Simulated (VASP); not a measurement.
# AlCo in VASP: a series of runs

The runs below take AlCo through single point, with LDA.

Program: VASP 6.6.1. These are calculated values, not measurements. Logs are shortened: lines on timing, memory, paths and dates and some standing lists are left out, and cuts for length are marked.

**1. The cell of the first run**

The cell holds a slab with vacuum, 12 atoms: a = 2.794 Å, b = 3.951 Å, c = 24.877 Å, α = 90.00°, β = 90.00°, γ = 90.00°.

**2. Single point, LDA**

INCAR

```
PREC     = Accurate       # precision mode
ENCUT    = 520            # plane-wave cutoff, eV
EDIFF    = 1E-6           # SCF threshold, eV
ISMEAR   = 0              # smearing method
SIGMA    = 0.1            # smearing width, eV
LREAL    = False          # projectors in reciprocal space
LASPH    = True           # aspherical terms in the spheres
NELM     = 80             # most SCF steps
ALGO     = Fast           # electronic algorithm
ISIF     = 2              # what is computed and relaxed
LWAVE    = False          # write WAVECAR
LCHARG   = False          # write CHGCAR
LDIPOL   = True         
IDIPOL   = 3            
DIPOL    = 0.5 0.5 0.500
GGA      = CA             # functional
NBANDS   = 48             # bands
```

KPOINTS

```
regular mesh
0
Gamma
  12 9 1
```

POSCAR

```
AlCo
1.0
    2.7937192601      0.0000000000      0.0000000000
    0.0000000000      3.9509156671      0.0000000000
    0.0000000000      0.0000000000     24.8772891678
Al Co
6 6
Direct
    0.0000000000      0.5000000000      0.3014797935
    0.0000000000      0.0000000000      0.3808878761
    0.0000000000      0.5000000000      0.4602959587
    0.0000000000      0.0000000000      0.5397040413
    0.0000000000      0.5000000000      0.6191121239
    0.0000000000      0.0000000000      0.6985202065
    0.5000000000      0.0000000000      0.3014797935
    0.5000000000      0.5000000000      0.3808878761
    0.5000000000      0.0000000000      0.4602959587
    0.5000000000      0.5000000000      0.5397040413
    0.5000000000      0.0000000000      0.6191121239
    0.5000000000      0.5000000000      0.6985202065
```

Potentials or basis: VASP PAW LDA potentials, release 64 (Al, Co).

On the command line:

```
> cat potpaw_LDA.64/Al/POTCAR potpaw_LDA.64/Co/POTCAR > POTCAR
> mpirun -np 1 vasp_std > vasp.out
```

OUTCAR:

```text
PREC = Accurate
   ENCUT = 520
   EDIFF = 1E-6
   ISMEAR = 0
   LREAL = False
   LASPH = True
   NELM = 80
   ISIF = 2
   GGA = CA

 ion  position               nearest neighbor table
   1  0.000  0.500  0.301-   8 2.42   8 2.42   7 2.42   7 2.42   7 2.42   7 2.42   2 2.79   2 2.79

   2  0.000  0.000  0.381-   7 2.42   7 2.42   9 2.42   9 2.42   8 2.42   8 2.42   8 2.42   8 2.42
                             1 2.79   1 2.79   3 2.79   3 2.79
   3  0.000  0.500  0.460-  10 2.42  10 2.42   8 2.42   8 2.42   9 2.42   9 2.42   9 2.42   9 2.42
                             4 2.79   4 2.79   2 2.79   2 2.79
   4  0.000  0.000  0.540-   9 2.42   9 2.42  11 2.42  11 2.42  10 2.42  10 2.42  10 2.42  10 2.42
                             3 2.79   3 2.79   5 2.79   5 2.79
   5  0.000  0.500  0.619-  12 2.42  12 2.42  10 2.42  10 2.42  11 2.42  11 2.42  11 2.42  11 2.42
                             6 2.79   6 2.79   4 2.79   4 2.79
   6  0.000  0.000  0.699-  11 2.42  11 2.42  12 2.42  12 2.42  12 2.42  12 2.42   5 2.79   5 2.79

   7  0.500  0.000  0.301-   2 2.42   2 2.42   1 2.42   1 2.42   1 2.42   1 2.42   8 2.79   8 2.79

   8  0.500  0.500  0.381-   1 2.42   1 2.42   3 2.42   3 2.42   2 2.42   2 2.42   2 2.42   2 2.42
                             7 2.79   7 2.79   9 2.79   9 2.79
   9  0.500  0.000  0.460-   4 2.42   4 2.42   2 2.42   2 2.42   3 2.42   3 2.42   3 2.42   3 2.42
                            10 2.79  10 2.79   8 2.79   8 2.79
  10  0.500  0.500  0.540-   3 2.42   3 2.42   5 2.42   5 2.42   4 2.42   4 2.42   4 2.42   4 2.42
                             9 2.79   9 2.79  11 2.79  11 2.79
  11  0.500  0.000  0.619-   6 2.42   6 2.42   4 2.42   4 2.42   5 2.42   5 2.42   5 2.42   5 2.42
                            12 2.79  12 2.79  10 2.79  10 2.79
  12  0.500  0.500  0.699-   5 2.42   5 2.42   6 2.42   6 2.42   6 2.42   6 2.42  11 2.79  11 2.79

  LATTYP: Found a simple orthorhombic cell.
 ALAT       =     2.7937192601
 B/A-ratio  =     1.4142135624
 C/A-ratio  =     8.9047205004

  Lattice vectors:

 A1 = (   2.7937192601,   0.0000000000,   0.0000000000)
 A2 = (   0.0000000000,   3.9509156671,   0.0000000000)
 A3 = (   0.0000000000,   0.0000000000,  24.8772891678)

Analysis of symmetry for initial positions (statically):
=====================================================================
 Subroutine PRICEL returns:
 Original cell was already a primitive cell.

 Routine SETGRP: Setting up the symmetry group for a
 simple orthorhombic supercell.

 Subroutine GETGRP returns: Found  8 space group operations
 (whereof  4 operations were pure point group operations)
 out of a pool of  8 trial point group operations.

The static configuration has the point symmetry C_2v.
 The point group associated with its full space group is D_2h.

Analysis of symmetry for dynamics (positions and initial velocities):
=====================================================================
 Subroutine PRICEL returns:
[... 156 lines left out ...]
   LHFCALC =     F    Hartree Fock is set to
   AEXX    =    0.0000 exact exchange contribution
   IVDW    =     0    specifies the selected vdW correction
   LEPSILON=     F    determine dielectric tensor
   LRPA    =     F    only Hartree local field effects (RPA)
 non-spin polarized calculation
 RMM-DIIS sequential band-by-band and
 Gauss-broadening in eV      SIGMA  =   0.10
  energy-cutoff  :      520.00
  volume of cell :      274.59
 maximum number of plane-waves:      7462
 NGX is ok and might be reduce to    24
   NGX = 11   NGY = 15   NGZ = 93

 number of electron      71.9999978 magnetization

 dipolmoment           0.000000      0.000000      0.000000 electrons x Angstroem

 Free energy of the ion-electron system (eV)
  ---------------------------------------------------
  ext. energy  EPLUGINS =         0.00000000
  ---------------------------------------------------
  free energy    TOTEN  =       -78.63529857 eV

  energy without entropy =      -78.60163107  energy(sigma->0) =      -78.61846482

 E-fermi :   2.5461     XC(G=0):  -6.9776

 val. band max:        2.5444836759   @ k =   0.0833   0.4444   0.0000
 cond. band min:       2.5548142027   @ k =   0.0833   0.4444   0.0000
 fundamental gap:      0.0103305268
 Fermi energy:         2.5460942041

 k-point     1 :       0.0000    0.0000    0.0000
  band No.  band energies     occupation
      1      -8.4686      2.00000
      2      -7.6853      2.00000
      3      -6.5569      2.00000
      4      -5.1426      2.00000
      5      -3.6463      2.00000
      6      -2.8339      2.00000
[... 1213 lines left out ...]
     47       8.0478      0.00000
     48       8.8425      0.00000

 [... further k-points ...]

------------------------ aborting loop because EDIFF is reached ----------------------------------------

 vacuum level on the upper side and lower side of the slab       (xc-potential included)        -0.159        -0.159

  FORCE on cell =-STRESS in cart. coord.  units (eV):
  Direction    XX          YY          ZZ          XY          YZ          ZX
  --------------------------------------------------------------------------------------
  -------------------------------------------------------------------------------------
  Total       -4.8356101     -2.9224861     -0.2277401      0.0000000      0.0000000      0.0000000
  in kB      -28.2148846    -17.0521622     -1.3288210      0.0000000      0.0000000      0.0000000
  external PRESSURE =     -15.5319559 kB  Pullay stress =       0.0000000 kB

 VOLUME and BASIS-vectors are now :
 -----------------------------------------------------------------------------
  energy-cutoff  :      520.00
  volume of cell :      274.59
      direct lattice vectors                 reciprocal lattice vectors
     2.793719260  0.000000000  0.000000000     0.357945773  0.000000000  0.000000000
     0.000000000  3.950915667  0.000000000     0.000000000  0.253105883  0.000000000
     0.000000000  0.000000000 24.877289168     0.000000000  0.000000000  0.040197306

 POSITION                                       TOTAL-FORCE (eV/Angst)
 -----------------------------------------------------------------------------------
      0.00000      1.97546      7.50000         0.000000      0.000000     -0.749822
      0.00000      0.00000      9.47546         0.000000      0.000000     -0.432801
      0.00000      1.97546     11.45092         0.000000      0.000000     -0.069194
      0.00000      0.00000     13.42637         0.000000      0.000000      0.069194
      0.00000      1.97546     15.40183         0.000000      0.000000      0.432801
      0.00000      0.00000     17.37729         0.000000      0.000000      0.749822
      1.39686      0.00000      7.50000         0.000000      0.000000      0.812713
      1.39686      1.97546      9.47546         0.000000      0.000000      0.385172
      1.39686      0.00000     11.45092         0.000000      0.000000      0.009522
      1.39686      1.97546     13.42637         0.000000      0.000000     -0.009522
      1.39686      0.00000     15.40183         0.000000      0.000000     -0.385172
      1.39686      1.97546     17.37729         0.000000      0.000000     -0.812713
 -----------------------------------------------------------------------------------
    total drift:                                0.000000      0.000000      0.000000

  FREE ENERGIE OF THE ION-ELECTRON SYSTEM (eV)
  ---------------------------------------------------
  free  energy   TOTEN  =       -78.6352985680 eV

  energy  without entropy=      -78.6016310712  energy(sigma->0) =      -78.61846482

 vacuum level on the upper side and lower side of the slab         7.618         7.618
```

It took 15 min on 1 thread of AMD EPYC 7R43 (Zen 3), shared host; peak memory 0.44 GiB.

What came out:

- Free energy: -78.6353 eV
- Largest force: 0.813 eV/Å
- Band gap on the k mesh: zero (bands 36 and 37 overlap by 1.11 eV)

Forces in eV/Å, atoms in the order of the input:
```
Al   0.000  0.000 -0.750
Al   0.000  0.000 -0.433
Al   0.000  0.000 -0.069
Al   0.000  0.000  0.069
Al   0.000  0.000  0.433
Al   0.000  0.000  0.750
Co   0.000  0.000  0.813
Co   0.000  0.000  0.385
Co   0.000  0.000  0.010
Co   0.000  0.000 -0.010
Co   0.000  0.000 -0.385
Co   0.000  0.000 -0.813
```

Levels at points of the mesh, in eV from the Fermi level:
```csv
k point,band 32,band 33,band 34,band 35,band 36,band 37,band 38,band 39,band 40,band 41
"(0.00, 0.00, 0.00)",-0.60,-0.57,-0.56,-0.39,-0.38,-0.38,-0.32,0.37,1.35,2.58
"(0.50, 0.00, 0.00)",-0.25,-0.11,-0.11,0.31,0.41,0.60,0.77,0.85,1.30,1.91
```

Caveat: the run has no spin polarisation, though such a crystal can be magnetic. Spin polarisation is off, so any magnetic state and its effect on volume and gap are missing.

**3. Single point, LDA**

INCAR

```
SYSTEM = AlCo
PREC     = Accurate       ! precision mode
ENCUT    = 520            ! plane-wave cutoff, eV
EDIFF    = 1E-6           ! SCF threshold, eV
ISMEAR   = 0              ! smearing method
SIGMA    = 0.1            ! smearing width, eV
LREAL    = .False.        ! projectors in reciprocal space
LASPH    = .True.         ! aspherical terms in the spheres
NELM     = 100            ! most SCF steps
ALGO     = Fast           ! electronic algorithm
ISIF     = 2              ! what is computed and relaxed
LWAVE    = .False.        ! write WAVECAR
LCHARG   = .False.        ! write CHGCAR
LDIPOL   = .True.       
IDIPOL   = 3            
DIPOL    = 0.5 0.5 0.500
GGA      = CA             ! functional
NBANDS   = 48             ! bands
```

KPOINTS

```
regular mesh
0
Gamma
  12 9 1
  0 0 0
```

POSCAR

```
AlCo
1.0
    2.7937192601      0.0000000000      0.0000000000
    0.0000000000      3.9509156671      0.0000000000
    0.0000000000      0.0000000000     24.8772891678
Al Co
6 6
Direct
    0.0000000000      0.5000000000      0.2969125505
    0.0000000000      0.0000000000      0.3807925413
    0.0000000000      0.5000000000      0.4599367925
    0.0000000000      0.0000000000      0.5400631970
    0.0000000000      0.5000000000      0.6192074967
    0.0000000000      0.0000000000      0.7030874103
    0.5000000000      0.0000000000      0.3051714720
    0.5000000000      0.5000000000      0.3814152953
    0.5000000000      0.0000000000      0.4605746989
    0.5000000000      0.5000000000      0.5394252911
    0.5000000000      0.0000000000      0.6185846715
    0.5000000000      0.5000000000      0.6948285830
```

Potentials or basis: VASP PAW LDA potentials, release 64 (Al, Co).

On the command line:

```
> cat potpaw_LDA.64/Al/POTCAR potpaw_LDA.64/Co/POTCAR > POTCAR
> mpirun -np 1 vasp_std > vasp.out
```

Run time: 14 min. Hardware: 1 thread of AMD EPYC 7R43 (Zen 3), shared host; peak memory 0.44 GiB.

The run converged. Its results:

```yaml
Free_energy: -78.8000 eV
Largest_force: 0.028 eV/Å
Band_gap_on_the_k_mesh: zero (bands 36 and 37 overlap by 1.19 eV)
```

Forces in eV/Å, atoms in the order of the input:
```
Al   0.000  0.000  0.002
Al   0.000  0.000  0.013
Al   0.000  0.000  0.007
Al   0.000  0.000 -0.007
Al   0.000  0.000 -0.013
Al   0.000  0.000 -0.002
Co   0.000  0.000 -0.028
Co   0.000  0.000 -0.014
Co   0.000  0.000 -0.002
Co   0.000  0.000  0.002
Co   0.000  0.000  0.014
Co   0.000  0.000  0.028
```

Levels at points of the mesh, in eV from the Fermi level:
```tsv
k point	band 34	band 35	band 36	band 37	band 38	band 39
(0.00, 0.00, 0.00)	-0.50	-0.47	-0.43	-0.43	-0.41	0.42
(0.50, 0.00, 0.00)	-0.04	0.38	0.51	0.70	0.90	1.00
```

Caveat: the run has no spin polarisation, though such a crystal can be magnetic. Spin polarisation is off, so any magnetic state and its effect on volume and gap are missing.

The gap in the log of VASP goes by the Fermi energy; the results here count the filled bands.